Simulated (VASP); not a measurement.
The system is Ir.

```
Ir
1.0
     2.54481    0.00000    0.00000
    -1.27241    2.20387    0.00000
     0.00000    0.00000    4.12592
Ir
2
Direct
  0.66667 0.33333 0.75000
  0.33333 0.66667 0.25000
```

Base run:

| Item | Value |
| --- | --- |
| Program | VASP 6.6.1 |
| Functional | PBEsol |
| Potentials or basis | VASP PAW PBE potentials, release 64 (Ir) |
| Cutoff | 520 eV |
| k mesh | 21 × 21 × 12 |
| Occupations | gaussian, width 0.15 eV |
| Spin | collinear spin, ferromagnetic start |
| Starting moments | [0.5, 0.5] μB |
| Fixed moment | 1 μB |

Its results: pressure 132.0 GPa; site moments Ir +0.48 μB.

The run is repeated on the same cell with these changes: fixed moment from 1 μB to 0.6 μB; moments at the start from [0.5, 0.5] to [0.3, 0.3]. What comes out?

Pressure 129.8 GPa; site moments Ir +0.29 μB.

Caveats: the PAW data sets were made with another functional, which shifts forces and pressure a little; the total moment is fixed, so each spin has its own Fermi level.
